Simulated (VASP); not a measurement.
# P (Imma) in VASP: single point with LDA

Aim: the single point of P with LDA.

Program: VASP 6.6.1. These are calculated values, not measurements. Logs are shortened: lines on timing, memory, paths and dates and some standing lists are left out, and cuts for length are marked.

## 1. The cell of the first run

Symmetry: Imma, No. 74, orthorhombic system. Conventional cell: a = 3.383 Å, b = 5.030 Å, c = 3.718 Å, α = 90.00°, β = 90.00°, γ = 90.00°. Within 3.0 Å of P (site symmetry mm2) lie 6 P at 2.24 to 2.82 Å.

## 2. Single point, LDA

Input file INCAR:

```
SYSTEM = P
  ALGO = Normal
  EDIFF = 1E-7
  ENCUT = 520
  ISIF = 2
  ISMEAR = 0
  LASPH = .True.
  LCHARG = .False.
  LREAL = .False.
  LWAVE = .False.
  NBANDS = 12
  NELM = 100
  PREC = Accurate
  SIGMA = 0.15
```

Input file KPOINTS:

```
k-points
0
Gamma
  20 20 20
  0 0 0
```

Input file POSCAR:

```
P
1.0
   -1.6915100431      2.5151650373      1.8589441358
    1.6915100431     -2.5151650373      1.8589441358
    1.6915100431      2.5151650373     -1.8589441358
P
2
Direct
    0.8033091100      0.0533091100      0.7500000000
    0.1966908900      0.9466908900      0.2500000000
```

Potentials or basis: VASP PAW LDA potentials, release 64 (P).

Started as:

```sh
$ cat potpaw_LDA.64/P/POTCAR > POTCAR
$ mpirun -np 1 vasp_std > vasp.out
```

OUTCAR:

```text
SYSTEM = P
   EDIFF = 1E-7
   ENCUT = 520
   ISIF = 2
   ISMEAR = 0
   LASPH = .True.
   LREAL = .False.
   NELM = 100
   PREC = Accurate

 ion  position               nearest neighbor table
   1  0.803  0.053  0.750-   2 2.24   2 2.24   2 2.55   2 2.55   2 2.82   2 2.82
   2  0.197  0.947  0.250-   1 2.24   1 2.24   1 2.55   1 2.55   1 2.82   1 2.82

  LATTYP: Found a body centered orthorhombic cell.
 ALAT       =     3.3830200862
 B/A-ratio  =     1.0989849829
 C/A-ratio  =     1.4869347348

  Lattice vectors:

 A1 = (   1.6915100431,  -2.5151650373,  -1.8589441358)
 A2 = (  -1.6915100431,  -2.5151650373,   1.8589441358)
 A3 = (  -1.6915100431,   2.5151650373,  -1.8589441358)

Analysis of symmetry for initial positions (statically):
=====================================================================
 Subroutine PRICEL returns:
 Original cell was already a primitive cell.

 Routine SETGRP: Setting up the symmetry group for a
 body centered orthorhombic supercell.

 Subroutine GETGRP returns: Found  8 space group operations
 (whereof  4 operations were pure point group operations)
 out of a pool of  8 trial point group operations.

The static configuration has the point symmetry C_2h.
 The point group associated with its full space group is D_2h.

Analysis of symmetry for dynamics (positions and initial velocities):
=====================================================================
 Subroutine PRICEL returns:
 Original cell was already a primitive cell.

 Routine SETGRP: Setting up the symmetry group for a
 body centered orthorhombic supercell.

 Subroutine GETGRP returns: Found  8 space group operations
 (whereof  4 operations were pure point group operations)
 out of a pool of  8 trial point group operations.

The dynamic configuration has the point symmetry C_2h.
 The point group associated with its full space group is D_2h.

 Subroutine INISYM returns: Found  8 space group operations
 (whereof  4 operations are pure point group operations),
 and found     1 'primitive' translations

----------------------------------------------------------------------------------------

                                     Primitive cell

  volume of cell :      31.6350

  direct lattice vectors                    reciprocal lattice vectors
    -1.691510043  2.515165037  1.858944136     0.000000000  0.198794112  0.268969890
     1.691510043 -2.515165037  1.858944136     0.295593870  0.000000000  0.268969890
     1.691510043  2.515165037 -1.858944136     0.295593870  0.198794112  0.000000000

  length of vectors
     3.555690466  3.555690466  3.555690466     0.334460612  0.399650520  0.356223013

  position of ions in fractional coordinates (direct lattice)
     0.803309110  0.053309110  0.750000000
     0.196690890  0.946690890  0.250000000

  ion indices of the primitive-cell ions
   primitive index   ion index
                 1           1
                 2           2

----------------------------------------------------------------------------------------

 KPOINTS: k-points

Automatic generation of k-mesh.
 Grid dimensions read from file:
 generate k-points for:   20   20   20

 Generating k-lattice:

  Cartesian coordinates                     Fractional coordinates (reciprocal lattice)
     0.000000000  0.009939706  0.013448495     0.050000000 -0.000000000  0.000000000
     0.014779694  0.000000000  0.013448495    -0.000000000  0.050000000  0.000000000
     0.014779694  0.009939706  0.000000000     0.000000000  0.000000000  0.050000000

  Length of vectors
     0.016723031  0.019982526  0.017811151

  Shift w.r.t. Gamma in fractional coordinates (k-lattice)
     0.000000000  0.000000000  0.000000000

 Subroutine IBZKPT returns following result:
 ===========================================

 Found   1166 irreducible k-points:

 Following reciprocal coordinates:
            Coordinates               Weight
  0.000000  0.000000  0.000000      1.000000
  0.050000 -0.000000  0.000000      4.000000
  0.100000 -0.000000  0.000000      4.000000
  0.150000  0.000000  0.000000      4.000000
  0.200000 -0.000000  0.000000      4.000000
  0.250000 -0.000000  0.000000      4.000000
[... 16 lines left out ...]
 -0.450000  0.050000 -0.000000      8.000000
 -0.400000  0.050000  0.000000      8.000000
 [... further k-points ...]
   k-points           NKPTS =   1166   k-points in BZ     NKDIM =   1166   number of bands    NBANDS=     12
   number of dos      NEDOS =    301   number of ions     NIONS =      2
   total plane-waves  NPLWV =  21952
   dimension x,y,z NGX =    28 NGY =   28 NGZ =   28
   dimension x,y,z NGXF=    56 NGYF=   56 NGZF=   56
   ions per type =               2
   NGX,Y,Z   is equivalent  to a cutoff of  13.09, 13.09, 13.09 a.u.
   NGXF,Y,Z  is equivalent  to a cutoff of  26.18, 26.18, 26.18 a.u.
 SYSTEM =  P
   PREC   = accura    normal or accurate (medium, high low for compatibility)
   ISTART =      0    job   : 0-new  1-cont  2-samecut
   ICHARG =      2    charge: 1-file 2-atom 10-const
   ISPIN  =      1    spin polarized calculation?
   LNONCOLLINEAR =      F non collinear calculations
   LSORBIT =      F    spin-orbit coupling
   LASPH  =      T    aspherical Exc in radial PAW
   ENCUT  =  520.0 eV  38.22 Ry    6.18 a.u.   6.61  6.61  6.61*2*pi/ulx,y,z
   NELM   =    100;   NELMIN=  2; NELMDL= -5     # of ELM steps
   EDIFF  = 0.1E-06   stopping-criterion for ELM
   LREAL  =      F    real-space projection
   EDIFFG = 0.1E-05   stopping-criterion for IOM
   NSW    =      0    number of steps for IOM
   IBRION =     -1    ionic relax: 0-MD 1-quasi-New 2-CG
   NFREE  =      0    steps in history (QN), initial steepest desc. (CG)
   ISIF   =      2    stress and relaxation
   ISYM   =      2    0-nonsym 1-usesym 2-fastsym
   POTIM  = 0.5000    time-step for ionic-motion
   TEBEG  =    0.0;   TEEND  =   0.0 temperature during run
   PSTRESS=    0.0 pullay stress
   NELECT =      10.0000    total number of electrons
   NUPDOWN=      -1.0000    fix difference up-down
   EMIN   =  10.00;   EMAX   =-10.00  energy-range for DOS
   EFERMI =   0.00;   METHOD = LEGACY
   ISMEAR =     0;   SIGMA  =   0.15  broadening in eV -4-tet -1-fermi 0-gaus
   EFERMI_NEDOS =   21; number of points for ismear=-14 and -15
   IALGO  =     38    algorithm
   IMIX   =      4    mixing-type and parameters
     AMIX     =   0.40;   BMIX     =  1.00
     AMIX_MAG =   1.60;   BMIX_MAG =  1.00
  volume/ion in A,a.u.               =      15.82       106.74
  Fermi-wavevector in a.u.,A,eV,Ry     =   1.115199  2.107421 16.921141  1.243669
  Thomas-Fermi vector in A             =   2.251801
   LORBIT       =      0    0 simple, 1 ext, 2 COOP (PROOUT), +10 PAW based schemes
   GGA     = CA    functional components
   LHFCALC =     F    Hartree Fock is set to
   AEXX    =    0.0000 exact exchange contribution
   IVDW    =     0    specifies the selected vdW correction
   LEPSILON=     F    determine dielectric tensor
   LRPA    =     F    only Hartree local field effects (RPA)
 non-spin polarized calculation
 Gauss-broadening in eV      SIGMA  =   0.15
  energy-cutoff  :      520.00
  volume of cell :       31.63
 maximum number of plane-waves:       868
   NGX = 13   NGY = 13   NGZ = 13

 number of electron      10.0000000 magnetization

 number of electron       9.9999999 magnetization

 Free energy of the ion-electron system (eV)
  ---------------------------------------------------
  ext. energy  EPLUGINS =         0.00000000
  ---------------------------------------------------
  free energy    TOTEN  =       -12.09755052 eV

  energy without entropy =      -12.09516454  energy(sigma->0) =      -12.09635753

 E-fermi :   8.9347     XC(G=0): -10.9917

 val. band max:        8.9297023532   @ k =  -0.1500  -0.1000   0.0500
 cond. band min:       8.9382560735   @ k =  -0.2500  -0.0500   0.0500
 fundamental gap:      0.0085537203
 Fermi energy:         8.9346810774

 k-point     1 :       0.0000    0.0000    0.0000
  band No.  band energies     occupation
      1      -7.4463      2.00000
      2       5.8244      2.00000
      3       5.8572      2.00000
      4       6.0871      2.00000
      5       6.7452      2.00000
      6      10.3493      0.00000
      7      11.2708      0.00000
      8      13.0373      0.00000
      9      14.0817      0.00000
     10      15.3322      0.00000
     11      15.7934      0.00000
     12      15.8988      0.00000

 k-point     2 :       0.0500   -0.0000    0.0000
  band No.  band energies     occupation
      1      -7.4111      2.00000
      2       4.9831      2.00000
      3       6.0740      2.00000
      4       6.3472      2.00000
      5       6.9707      2.00000
      6      10.4275      0.00000
      7      11.2323      0.00000
      8      12.8591      0.00000
      9      14.1468      0.00000
     10      14.8325      0.00000
     11      15.7216      0.00000
     12      16.5440      0.00000

 k-point     3 :       0.1000   -0.0000    0.0000
  band No.  band energies     occupation
      1      -7.3056      2.00000
      2       4.0189      2.00000
      3       6.0374      2.00000
      4       6.4320      2.00000
      5       7.4789      2.00000
      6      10.6215      0.00000
      7      11.1161      0.00000
      8      12.4248      0.00000
      9      14.3652      0.00000
     10      14.3681      0.00000
     11      15.5295      0.00000
     12      17.4148      0.00000

 k-point     4 :       0.1500    0.0000    0.0000
  band No.  band energies     occupation
      1      -7.1313      2.00000
      2       3.0213      2.00000
      3       5.9837      2.00000
      4       6.4346      2.00000
      5       7.8885      2.00000
      6      10.7024      0.00000
      7      11.0367      0.00000
      8      11.8978      0.00000
      9      14.2392      0.00000
     10      14.7405      0.00000
     11      15.3467      0.00000
     12      18.3089      0.00000

 k-point     5 :       0.2000   -0.0000    0.0000
  band No.  band energies     occupation
      1      -6.8902      2.00000
      2       2.0274      2.00000
      3       5.9216      2.00000
      4       6.4384      2.00000
      5       8.1401      2.00000
      6      10.4114      0.00000
      7      11.1483      0.00000
      8      11.3722      0.00000
      9      14.5047      0.00000
     10      15.2573      0.00000
     11      15.2766      0.00000
     12      19.3378      0.00000
[... 228 lines left out ...]
      1      -4.9152      2.00000
      2      -2.1072      2.00000
      3       5.4016      2.00000
      4       6.6737      2.00000
      5       7.6552      2.00000
      6       9.4815      0.00000
      7       9.6363      0.00000
      8      11.1957      0.00000
      9      17.6917      0.00000
     10      18.2593      0.00000
     11      19.6329      0.00000
     12      20.8457      0.00000

 k-point    22 :       0.5000    0.0500    0.0000
  band No.  band energies     occupation
      1      -4.9591      2.00000
      2      -2.0434      2.00000
      3       5.3671      2.00000
      4       6.9330      2.00000
      5       7.4360      2.00000
      6       9.4849      0.00000
      7       9.6295      0.00000
      8      11.2069      0.00000
      9      17.3092      0.00000
     10      18.2513      0.00000
     11      19.9471      0.00000
     12      20.8771      0.00000

 k-point    23 :      -0.4500    0.0500   -0.0000
  band No.  band energies     occupation
      1      -5.2512      2.00000
      2      -1.6037      2.00000
      3       5.3478      2.00000
      4       7.1825      2.00000
      5       7.2877      2.00000
      6       9.5633      0.00000
      7       9.6739      0.00000
      8      11.2689      0.00000
      9      16.6662      0.00000
     10      17.6089      0.00000
     11      19.4877      0.00000
     12      21.5438      0.00000

 k-point    24 :      -0.4000    0.0500    0.0000
  band No.  band energies     occupation
      1      -5.6472      2.00000
      2      -0.9340      2.00000
      3       5.3480      2.00000
      4       7.0607      2.00000
      5       7.5534      2.00000
      6       9.6323      0.00000
      7       9.8608      0.00000
      8      11.3581      0.00000
      9      16.0634      0.00000
     10      16.7473      0.00000
     11      18.6167      0.00000
     12      22.0345      0.00000

 [... further k-points ...]

------------------------ aborting loop because EDIFF is reached ----------------------------------------

  FORCE on cell =-STRESS in cart. coord.  units (eV):
  Direction    XX          YY          ZZ          XY          YZ          ZX
  --------------------------------------------------------------------------------------
  -------------------------------------------------------------------------------------
  Total       -0.3552530     -0.5541096     -0.4635613      0.0000000      0.0000000      0.0000000
  in kB      -17.9920630    -28.0633101    -23.4774209      0.0000000      0.0000000      0.0000000
  external PRESSURE =     -23.1775980 kB  Pullay stress =       0.0000000 kB

 VOLUME and BASIS-vectors are now :
 -----------------------------------------------------------------------------
  energy-cutoff  :      520.00
  volume of cell :       31.63
      direct lattice vectors                 reciprocal lattice vectors
    -1.691510043  2.515165037  1.858944136     0.000000000  0.198794112  0.268969890
     1.691510043 -2.515165037  1.858944136     0.295593870  0.000000000  0.268969890
     1.691510043  2.515165037 -1.858944136     0.295593870  0.198794112  0.000000000

 POSITION                                       TOTAL-FORCE (eV/Angst)
 -----------------------------------------------------------------------------------
      0.00000      3.77275      0.19820         0.000000     -0.000000     -0.273793
      1.69151     -1.25758      1.66075        -0.000000      0.000000      0.273793
 -----------------------------------------------------------------------------------
    total drift:                                0.000000     -0.000000     -0.000000

  FREE ENERGIE OF THE ION-ELECTRON SYSTEM (eV)
  ---------------------------------------------------
  free  energy   TOTEN  =       -12.0975505151 eV

  energy  without entropy=      -12.0951645397  energy(sigma->0) =      -12.09635753
```

Wall time 4.4 min (1 thread of AMD EPYC 7R13 (Zen 3), shared host); peak memory 0.38 GiB.

Results:

```yaml
Free_energy: -12.0976 eV
Pressure: -2.3 GPa
Largest_force: 0.274 eV/Å
Band_gap_on_the_k_mesh: zero (bands 5 and 6 overlap by 1.18 eV)
```

Forces on the atoms (eV/Å):
```
P    0.000  0.000 -0.274
P    0.000  0.000  0.274
```
